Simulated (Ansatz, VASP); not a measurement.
# HfSiO4: VASP beside Ansatz

```xyz
12
Lattice="-3.3218 3.3218 3.0079 3.3218 -3.3218 3.0079 3.3218 3.3218 -3.0079" Properties=species:S:1:pos:R:3 pbc="T T T"
Hf    0.0000    3.3218    1.5040
Hf    0.0000    0.0000    0.0000
Si    3.3218    0.0000    1.5040
Si    0.0000    0.0000    3.0079
O     3.3218    2.0973   -1.0885
O     4.5464    0.0000    0.4155
O     0.0000    1.2246    1.9194
O     2.0973    0.0000    0.4155
O     3.3218    1.2246    2.5925
O     1.2246    0.0000    4.0964
O     3.3218   -1.2246    2.5925
O     2.0973    3.3218    1.0885
```

Alike in both runs: functional PBE; k mesh 4 × 4 × 4; occupations gaussian, width 0.1 eV; no spin polarisation.

Ansatz relaxed the structure, and its values are those at the end. VASP's run is a single point on that final structure, the one shown.

|  | VASP | Ansatz |
| --- | --- | --- |
| version | VASP 6.6.1 | Ansatz 0.2.0 |
| potentials or method | VASP PAW PBE potentials, release 64 (Hf_pv, Si, O), cutoff 520 eV | scalar-relativistic, plane waves, PAW |
| valence electrons in the cell | 76 | 108 |

|  | VASP | Ansatz | Ansatz less VASP |
| --- | --- | --- | --- |
| gap on the k mesh at the Fermi level (eV) | 5.27 | 5.33 | +0.057 |
| least direct gap on the mesh (eV) | 5.60 | 5.67 | +0.061 |
| pressure (GPa) | -1.6 | 0.0 | +1.59 |
| rms of the force components (eV/Å) | 0.084 | 0.006 | -0.0785 |

VASP's potentials hold 76 valence electrons a cell and Ansatz's 108, so a difference there can come from the potentials and not from the codes.

Spin-orbit coupling is off throughout.
